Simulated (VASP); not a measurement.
A run of VASP 6.6.1 is set up as follows.

Contents of INCAR:

```
SYSTEM = GaN
ALGO = Normal
EDIFF = 1E-6
ENCUT = 520
GGA = RE
ISIF = 2
ISMEAR = -1
IVDW = 13
LASPH = .True.
LCHARG = .False.
LREAL = .False.
LWAVE = .False.
NBANDS = 16
NELM = 80
PREC = Accurate
SIGMA = 0.05
```

The input KPOINTS:

```
k-points
0
Gamma
  10 10 10
  0 0 0
```

Contents of POSCAR:

```
GaN
1.0
    0.0000000000      2.2394712201      2.2394712201
    2.2394712201      0.0000000000      2.2394712201
    2.2394712201      2.2394712201      0.0000000000
Ga N
1 1
Direct
    0.0000000000      0.0000000000      0.0000000000
    0.2500000000      0.2500000000      0.2500000000
```

Potentials or basis: VASP PAW PBE potentials, release 64 (Ga_d, N).

The run is started by

```console
$ cat potpaw_PBE.64/Ga_d/POTCAR potpaw_PBE.64/N/POTCAR > POTCAR
$ mpirun -np 1 vasp_std > vasp.out
```

Question: Predict the band gap on the k mesh.

Answer: 1.88 eV, direct.

Question: What does it give for the dispersion energy per atom?

Answer: -0.739 eV.

Question: Estimate the pressure.

Answer: -0.2 GPa.

Caveat: the PAW data sets were made with another functional, which shifts forces and pressure a little. As with any semilocal functional, this revPBE gap is likely too small.
